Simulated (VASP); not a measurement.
# GaN (zincblende type) (F-43m) in VASP: a series of runs

GaN (zincblende type) is run at these levels: PBE; tasks: relaxation of cell and atoms.

Program: VASP 6.6.1. These are calculated values, not measurements. Logs are shortened: lines on timing, memory, paths and dates and some standing lists are left out, and cuts for length are marked.

## Step 1: The cell of the first run

It takes space group F-43m (No. 216, cubic). The conventional cell has a = 3.905 Å, b = 3.905 Å, c = 3.905 Å, α = 90.00°, β = 90.00°, γ = 90.00°. Ga (site symmetry -43m) has 4 N at 1.69 Å within 2.2 Å. N (site symmetry -43m) has 4 Ga at 1.69 Å within 2.2 Å.

## Step 2: Relaxation of cell and atoms, PBE, target pressure 170 GPa, at which the enthalpy is minimised

Contents of INCAR:

```
PREC = Accurate
ENCUT = 600
EDIFF = 1E-6
ISMEAR = -1
SIGMA = 0.1
LREAL = F
LASPH = T
NELM = 80
ALGO = Normal
ISIF = 3
LWAVE = F
LCHARG = F
GGA = PE
IBRION = 2
NSW = 60
EDIFFG = -0.005
PSTRESS = 1700.0
```

Contents of KPOINTS:

```
regular mesh
0
Gamma
  17 17 17
```

Contents of POSCAR:

```
GaN
1.0
    0.0000000000      1.9523288177      1.9523288177
    1.9523288177      0.0000000000      1.9523288177
    1.9523288177      1.9523288177      0.0000000000
Ga N
1 1
Direct
    0.0000000000      0.0000000000      0.0000000000
    0.2500000000      0.2500000000      0.2500000000
```

Potentials or basis: VASP PAW PBE potentials, release 64 (Ga_d, N).

On the command line:

```
$ cat potpaw_PBE.64/Ga_d/POTCAR potpaw_PBE.64/N/POTCAR > POTCAR
$ mpirun -np 1 vasp_std > vasp.out
```

OUTCAR:

```text
PREC = Accurate
   ENCUT = 600
   EDIFF = 1E-6
   ISMEAR = -1
   LREAL = F
   LASPH = T
   NELM = 80
   ISIF = 3
   GGA = PE
   IBRION = 2
   NSW = 60
   EDIFFG = -0.005
   PSTRESS = 1700.0

 ion  position               nearest neighbor table
   1  0.000  0.000  0.000-   2 1.69   2 1.69   2 1.69   2 1.69
   2  0.250  0.250  0.250-   1 1.69   1 1.69   1 1.69   1 1.69

  LATTYP: Found a face centered cubic cell.
 ALAT       =     3.9046576354

  Lattice vectors:

 A1 = (   0.0000000000,   1.9523288177,   1.9523288177)
 A2 = (   1.9523288177,   0.0000000000,   1.9523288177)
 A3 = (   1.9523288177,   1.9523288177,   0.0000000000)

Analysis of symmetry for initial positions (statically):
=====================================================================
 Subroutine PRICEL returns:
 Original cell was already a primitive cell.

 Routine SETGRP: Setting up the symmetry group for a
 face centered cubic supercell.

 Subroutine GETGRP returns: Found 24 space group operations
 (whereof 24 operations were pure point group operations)
 out of a pool of 48 trial point group operations.

The static configuration has the point symmetry T_d .

Analysis of symmetry for dynamics (positions and initial velocities):
=====================================================================
 Subroutine PRICEL returns:
 Original cell was already a primitive cell.

 Routine SETGRP: Setting up the symmetry group for a
 face centered cubic supercell.

 Subroutine GETGRP returns: Found 24 space group operations
 (whereof 24 operations were pure point group operations)
 out of a pool of 48 trial point group operations.

The dynamic configuration has the point symmetry T_d .

 Subroutine INISYM returns: Found 24 space group operations
 (whereof 24 operations are pure point group operations),
 and found     1 'primitive' translations

----------------------------------------------------------------------------------------

                                     Primitive cell

  volume of cell :      14.8829

  direct lattice vectors                    reciprocal lattice vectors
     0.000000000  1.952328818  1.952328818    -0.256104400  0.256104400  0.256104400
     1.952328818  0.000000000  1.952328818     0.256104400 -0.256104400  0.256104400
     1.952328818  1.952328818  0.000000000     0.256104400  0.256104400 -0.256104400

  length of vectors
     2.761009892  2.761009892  2.761009892     0.443585832  0.443585832  0.443585832

  position of ions in fractional coordinates (direct lattice)
     0.000000000  0.000000000  0.000000000
     0.250000000  0.250000000  0.250000000

  ion indices of the primitive-cell ions
   primitive index   ion index
                 1           1
                 2           2

----------------------------------------------------------------------------------------

 KPOINTS: regular mesh

Automatic generation of k-mesh.
 Grid dimensions read from file:
 generate k-points for:   17   17   17

 Generating k-lattice:

  Cartesian coordinates                     Fractional coordinates (reciprocal lattice)
    -0.015064965  0.015064965  0.015064965     0.058823529  0.000000000  0.000000000
     0.015064965 -0.015064965  0.015064965     0.000000000  0.058823529  0.000000000
     0.015064965  0.015064965 -0.015064965     0.000000000  0.000000000  0.058823529

  Length of vectors
     0.026093284  0.026093284  0.026093284

  Shift w.r.t. Gamma in fractional coordinates (k-lattice)
     0.000000000  0.000000000  0.000000000

 Subroutine IBZKPT returns following result:
 ===========================================

 Found    165 irreducible k-points:

 Following reciprocal coordinates:
            Coordinates               Weight
  0.000000  0.000000  0.000000      1.000000
  0.058824  0.000000  0.000000      8.000000
  0.117647  0.000000  0.000000      8.000000
  0.176471  0.000000  0.000000      8.000000
  0.235294  0.000000  0.000000      8.000000
  0.294118  0.000000  0.000000      8.000000
[... 16 lines left out ...]
 -0.176471  0.058824  0.000000     24.000000
 -0.117647  0.058824  0.000000     24.000000
 [... further k-points ...]
   k-points           NKPTS =    165   k-points in BZ     NKDIM =    165   number of bands    NBANDS=     13
   number of dos      NEDOS =    301   number of ions     NIONS =      2
   total plane-waves  NPLWV =  13824
   dimension x,y,z NGX =    24 NGY =   24 NGZ =   24
   dimension x,y,z NGXF=    48 NGYF=   48 NGZF=   48
   ions per type =               1   1
   NGX,Y,Z   is equivalent  to a cutoff of  14.45, 14.45, 14.45 a.u.
   NGXF,Y,Z  is equivalent  to a cutoff of  28.90, 28.90, 28.90 a.u.
 SYSTEM =  unknown system
   PREC   = accura    normal or accurate (medium, high low for compatibility)
   ISTART =      0    job   : 0-new  1-cont  2-samecut
   ICHARG =      2    charge: 1-file 2-atom 10-const
   ISPIN  =      1    spin polarized calculation?
   LNONCOLLINEAR =      F non collinear calculations
   LSORBIT =      F    spin-orbit coupling
   LASPH  =      T    aspherical Exc in radial PAW
   ENCUT  =  600.0 eV  44.10 Ry    6.64 a.u.   5.51  5.51  5.51*2*pi/ulx,y,z
   NELM   =     80;   NELMIN=  2; NELMDL= -5     # of ELM steps
   EDIFF  = 0.1E-05   stopping-criterion for ELM
   LREAL  =      F    real-space projection
   EDIFFG = -.5E-02   stopping-criterion for IOM
   NSW    =     60    number of steps for IOM
   IBRION =      2    ionic relax: 0-MD 1-quasi-New 2-CG
   NFREE  =      1    steps in history (QN), initial steepest desc. (CG)
   ISIF   =      3    stress and relaxation
   ISYM   =      2    0-nonsym 1-usesym 2-fastsym
   POTIM  = 0.5000    time-step for ionic-motion
   TEBEG  =    0.0;   TEEND  =   0.0 temperature during run
   PSTRESS= 1700.0 pullay stress
   NELECT =      18.0000    total number of electrons
   NUPDOWN=      -1.0000    fix difference up-down
   EMIN   =  10.00;   EMAX   =-10.00  energy-range for DOS
   EFERMI =   0.00;   METHOD = LEGACY
   ISMEAR =    -1;   SIGMA  =   0.10  broadening in eV -4-tet -1-fermi 0-gaus
   EFERMI_NEDOS =   21; number of points for ismear=-14 and -15
   IALGO  =     38    algorithm
   IMIX   =      4    mixing-type and parameters
     AMIX     =   0.40;   BMIX     =  1.00
     AMIX_MAG =   1.60;   BMIX_MAG =  1.00
  volume/ion in A,a.u.               =       7.44        50.22
  Fermi-wavevector in a.u.,A,eV,Ry     =   1.744226  3.296109 41.393325  3.042324
  Thomas-Fermi vector in A             =   2.816147
   LORBIT       =      0    0 simple, 1 ext, 2 COOP (PROOUT), +10 PAW based schemes
   GGA     = PE    functional components
   LHFCALC =     F    Hartree Fock is set to
   AEXX    =    0.0000 exact exchange contribution
   IVDW    =     0    specifies the selected vdW correction
   LEPSILON=     F    determine dielectric tensor
   LRPA    =     F    only Hartree local field effects (RPA)
 conjugate gradient relaxation of ions
 non-spin polarized calculation
  energy-cutoff  :      600.00
  volume of cell :       14.88
 maximum number of plane-waves:       531
 NGX is ok and might be reduce to    24
   NGX = 11   NGY = 11   NGZ = 11

--------------------------------------- Ionic step        1  -------------------------------------------

 number of electron      18.0000001 magnetization

 Free energy of the ion-electron system (eV)
  ---------------------------------------------------
  ext. energy  EPLUGINS =         0.00000000
  ---------------------------------------------------
  free energy    TOTEN  =        -8.37793551 eV

  energy without entropy =       -8.37793551  energy(sigma->0) =       -8.37793551

------------------------ aborting loop because EDIFF is reached ----------------------------------------

  FORCE on cell =-STRESS in cart. coord.  units (eV):
  Direction    XX          YY          ZZ          XY          YZ          ZX
  --------------------------------------------------------------------------------------
  -------------------------------------------------------------------------------------
  Total       19.3533601     19.3533601     19.3533601      0.0000000      0.0000000      0.0000000
  in kB     2083.4259511   2083.4259511   2083.4259511      0.0000000      0.0000000      0.0000000
  external PRESSURE =     383.4259511 kB  Pullay stress =    1700.0000000 kB
[... 23 lines left out ...]
  enthalpy is  TOTEN    =         7.4137042741 eV   P V=       15.7916397888

--------------------------------------- Ionic step        2  -------------------------------------------

 number of electron      18.0000009 magnetization

 E-fermi :   9.1105     XC(G=0): -12.6828

 val. band max:        7.4950842960   @ k =   0.0000   0.0000   0.0000
 cond. band min:      10.3953484245   @ k =   0.0000   0.0000   0.0000
 fundamental gap:      2.9002641285
 Fermi energy:         9.1104673548

 k-point     1 :       0.0000    0.0000    0.0000
  band No.  band energies     occupation
      1     -10.1975      2.00000
      2      -6.2648      2.00000
      3      -6.2648      2.00000
      4      -6.2648      2.00000
      5      -5.7075      2.00000
      6      -5.7075      2.00000
      7       7.4951      2.00000
      8       7.4951      2.00000
      9       7.4951      2.00000
     10      10.3953      0.00001
     11      18.9644      0.00000
     12      18.9644      0.00000
     13      18.9644      0.00000
[... 441 lines left out ...]
  enthalpy is  TOTEN    =         7.3333350097 eV   P V=       16.6147321141

--------------------------------------- Ionic step        4  -------------------------------------------

 number of electron      17.9999997 magnetization

 Free energy of the ion-electron system (eV)
  ---------------------------------------------------
  ext. energy  EPLUGINS =         0.00000000
  ---------------------------------------------------
  free energy    TOTEN  =        -9.20721895 eV

  energy without entropy =       -9.20721895  energy(sigma->0) =       -9.20721895

 E-fermi :  12.2718     XC(G=0): -13.8877

 val. band max:       10.5259309366   @ k =   0.0000   0.0000   0.0000
 cond. band min:      13.9476842310   @ k =   0.4706   0.4706   0.0000
 fundamental gap:      3.4217532944
 Fermi energy:        12.2717947901

 k-point     1 :       0.0000    0.0000    0.0000
  band No.  band energies     occupation
      1      -9.5943      2.00000
      2      -4.0905      2.00000
      3      -4.0905      2.00000
      4      -4.0905      2.00000
      5      -3.1257      2.00000
      6      -3.1257      2.00000
      7      10.5259      2.00000
      8      10.5259      2.00000
      9      10.5259      2.00000
     10      14.6333      0.00000
     11      23.2758      0.00000
     12      23.2758      0.00000
     13      23.2758      0.00000
[... 397 lines left out ...]
  FREE ENERGIE OF THE ION-ELECTRON SYSTEM (eV)
  ---------------------------------------------------
  free  energy   TOTEN  =        -9.2072189474 eV

  energy  without entropy=       -9.2072189464  energy(sigma->0) =       -9.20721895

  enthalpy is  TOTEN    =         7.3325271849 eV   P V=       16.5397461324

 reached required accuracy - stopping structural energy minimisation
```

Wall time 38 s (1 thread of Intel Xeon 6975P-C (Granite Rapids), shared host); peak memory 0.18 GiB.

Results:

```
Free energy                                                : -9.2072 eV
Relaxed volume                                             : 7.79 Å³/atom
Relaxed cell                                               : a = 2.804 Å, b = 2.804 Å, c = 2.804 Å, α = 60.00°, β = 60.00°, γ = 60.00°
Space group after relaxing (to 0.1 Å)                      : F-43m (No. 216)
Energy change on relaxing (the run minimises the enthalpy) : -414.6 meV/atom
Ionic steps                                                : 4
Pressure after relaxing                                    : 169.9 GPa
Band gap on the k mesh                                     : 3.42 eV (least direct gap 4.11 eV)
```

Step by step:
| step | energy change (eV) | largest force (eV/Å) | pressure (GPa) | volume (Å³) |
| --- | --- | --- | --- | --- |
| 1 | 0.0000 | 0.0000 | 208.34 | 14.88 |
| 2 | -3.1092 | 0.0000 | 57.16 | 19.06 |
| 3 | -0.9035 | 0.0000 | 166.41 | 15.66 |
| 4 | -0.8293 | 0.0000 | 169.92 | 15.59 |

Final structure:
```cif
data_structure
_symmetry_space_group_name_H-M 'P 1'
_symmetry_Int_Tables_number 1
_cell_length_a 2.8039
_cell_length_b 2.8039
_cell_length_c 2.8039
_cell_angle_alpha 60.000
_cell_angle_beta 60.000
_cell_angle_gamma 60.000
_cell_volume 15.59
loop_
_atom_site_label
_atom_site_type_symbol
_atom_site_fract_x
_atom_site_fract_y
_atom_site_fract_z
_atom_site_occupancy
Ga1 Ga 0.00000 0.00000 0.00000 1
N1 N 0.25000 0.25000 0.25000 1
```

Levels at points of the mesh, in eV from the valence-band top:
```csv
k point,band 5,band 6,band 7,band 8,band 9,band 10,band 11,band 12,band 13
"(0.00, 0.00, 0.00)",-13.65,-13.65,0.00,0.00,0.00,4.11,12.75,12.75,12.75
```

Caveat: the cell is relaxed towards a set pressure, so the run minimises the enthalpy, not the energy; an odd mesh through Γ misses points on the zone boundary, where band edges can lie.

## Step 3: Relaxation of cell and atoms, PBE, target pressure 170 GPa, at which the enthalpy is minimised

This run uses another cell than the first one, of 7.81 Å³/atom.

Contents of INCAR:

```
ALGO = Normal
EDIFF = 1E-7
EDIFFG = -0.005
ENCUT = 600
GGA = PE
IBRION = 2
ISIF = 3
ISMEAR = -1
LASPH = T
LCHARG = F
LREAL = F
LWAVE = F
NELM = 80
NSW = 32
PREC = Accurate
PSTRESS = 1700.0
SIGMA = 0.1
```

Contents of KPOINTS:

```
k-points
0
Gamma
  17 17 17
```

Contents of POSCAR:

```
GaN
1.0
    0.0000000000      1.9841004894      1.9841004894
    1.9841004894      0.0000000000      1.9841004894
    1.9841004894      1.9841004894      0.0000000000
Ga N
1 1
Direct
    0.0000000000      0.0000000000      0.0000000000
    0.2500000000      0.2500000000      0.2500000000
```

Potentials or basis: VASP PAW PBE potentials, release 64 (Ga_d, N).

On the command line:

```
$ cat potpaw_PBE.64/Ga_d/POTCAR potpaw_PBE.64/N/POTCAR > POTCAR
$ mpirun -np 1 vasp_std > vasp.out
```

OUTCAR:

```text
EDIFF = 1E-7
   EDIFFG = -0.005
   ENCUT = 600
   GGA = PE
   IBRION = 2
   ISIF = 3
   ISMEAR = -1
   LASPH = T
   LREAL = F
   NELM = 80
   NSW = 32
   PREC = Accurate
   PSTRESS = 1700.0

 ion  position               nearest neighbor table
   1  0.000  0.000  0.000-   2 1.72   2 1.72   2 1.72   2 1.72
   2  0.250  0.250  0.250-   1 1.72   1 1.72   1 1.72   1 1.72

  LATTYP: Found a face centered cubic cell.
 ALAT       =     3.9682009788

  Lattice vectors:

 A1 = (   0.0000000000,   1.9841004894,   1.9841004894)
 A2 = (   1.9841004894,   0.0000000000,   1.9841004894)
 A3 = (   1.9841004894,   1.9841004894,   0.0000000000)

Analysis of symmetry for initial positions (statically):
=====================================================================
 Subroutine PRICEL returns:
[... 266 lines left out ...]
      1      -9.5936      2.00000
      2      -4.0888      2.00000
      3      -4.0888      2.00000
      4      -4.0888      2.00000
      5      -3.1236      2.00000
      6      -3.1235      2.00000
      7      10.5291      2.00000
      8      10.5291      2.00000
      9      10.5291      2.00000
     10      14.6375      0.00000
     11      23.2799      0.00000
     12      23.2799      0.00000
     13      23.2799      0.00000
[... 354 lines left out ...]
  band No.  band energies     occupation
      1      -9.1739      2.00000
      2      -4.0691      2.00000
      3      -4.0185      2.00000
      4      -3.9922      2.00000
      5      -3.1537      2.00000
      6      -3.1120      2.00000
      7       8.5904      2.00000
      8       9.7973      2.00000
      9      10.3328      2.00000
     10      15.8838      0.00000
     11      22.3449      0.00000
     12      23.5946      0.00000
     13      23.7829      0.00000

 [... further k-points ...]

------------------------ aborting loop because EDIFF is reached ----------------------------------------

  FORCE on cell =-STRESS in cart. coord.  units (eV):
  Direction    XX          YY          ZZ          XY          YZ          ZX
  --------------------------------------------------------------------------------------
  -------------------------------------------------------------------------------------
  Total       16.5389743     16.5389743     16.5389743      0.0000000      0.0000000      0.0000000
  in kB     1700.2225451   1700.2225451   1700.2225451      0.0000000      0.0000000      0.0000000
  external PRESSURE =       0.2225451 kB  Pullay stress =    1700.0000000 kB
[... 21 lines left out ...]
  energy  without entropy=       -9.2057232036  energy(sigma->0) =       -9.20572320

  enthalpy is  TOTEN    =         7.3310862648 eV   P V=       16.5368094695

 reached required accuracy - stopping structural energy minimisation
```

OSZICAR:

```text
N       E                     dE             d eps       ncg     rms          rms(c)
DAV:   1     0.868652876269E+02    0.86865E+02   -0.10652E+04  4892   0.300E+03
DAV:   2    -0.664473837099E+01   -0.93510E+02   -0.87765E+02  4690   0.383E+02
DAV:   3    -0.121388739532E+02   -0.54941E+01   -0.54702E+01  4835   0.890E+01
[... 25 lines left out ...]
DAV:   3    -0.920604857606E+01    0.32713E-02   -0.29225E-03  5295   0.264E+00    0.716E-02
DAV:   4    -0.920575061696E+01    0.29796E-03   -0.53139E-04  5297   0.374E-01    0.217E-02
DAV:   5    -0.920572339006E+01    0.27227E-04   -0.15851E-05  5573   0.797E-02    0.412E-03
DAV:   6    -0.920572326698E+01    0.12308E-06   -0.14104E-06  4940   0.257E-02    0.290E-03
DAV:   7    -0.920572320466E+01    0.62327E-07   -0.70303E-08  2545   0.422E-03
   3 F= 0.73310863E+01 E0= 0.73310863E+01  d E =-.202217E-03
```

CONTCAR:

```text
GaN
   1.00000000000000
     0.0000000000000000    1.9825666483663147    1.9825666483663147
     1.9825666483663147    0.0000000000000000    1.9825666483663147
     1.9825666483663147    1.9825666483663147    0.0000000000000000
  Ga              N
     1     1
Direct
     0.0000000000000000    0.0000000000000000    0.0000000000000000
     0.2500000000000000    0.2500000000000000    0.2500000000000000

  0.00000000E+00  0.00000000E+00  0.00000000E+00
  0.00000000E+00  0.00000000E+00  0.00000000E+00
```

It took 31 s on 1 thread of Intel Xeon 6975P-C (Granite Rapids), shared host; peak memory 0.18 GiB.

Results:

```
Free energy                                                : -9.2057 eV
Relaxed volume                                             : 7.79 Å³/atom
Relaxed cell                                               : a = 2.804 Å, b = 2.804 Å, c = 2.804 Å, α = 60.00°, β = 60.00°, γ = 60.00°
Space group after relaxing (to 0.1 Å)                      : F-43m (No. 216)
Energy change on relaxing (the run minimises the enthalpy) : +19.1 meV/atom
Ionic steps                                                : 3
Pressure after relaxing                                    : 170.0 GPa
Band gap on the k mesh                                     : 3.42 eV (least direct gap 4.11 eV)
```

The path:
```tsv
step	energy change (eV)	largest force (eV/Å)	pressure (GPa)	volume (Å³)
1	0.0000	0.0000	168.21	15.62
2	0.2118	0.0000	178.07	15.43
3	0.0382	0.0000	170.02	15.59
```

Final structure:
```xyz
2
Lattice="0.0000 1.9826 1.9826 1.9826 0.0000 1.9826 1.9826 1.9826 0.0000" Properties=species:S:1:pos:R:3 pbc="T T T"
Ga    0.0000    0.0000    0.0000
N     0.9913    0.9913    0.9913
```

Caveat: the cell is relaxed towards a set pressure, so the run minimises the enthalpy, not the energy; an odd mesh through Γ misses points on the zone boundary, where band edges can lie.
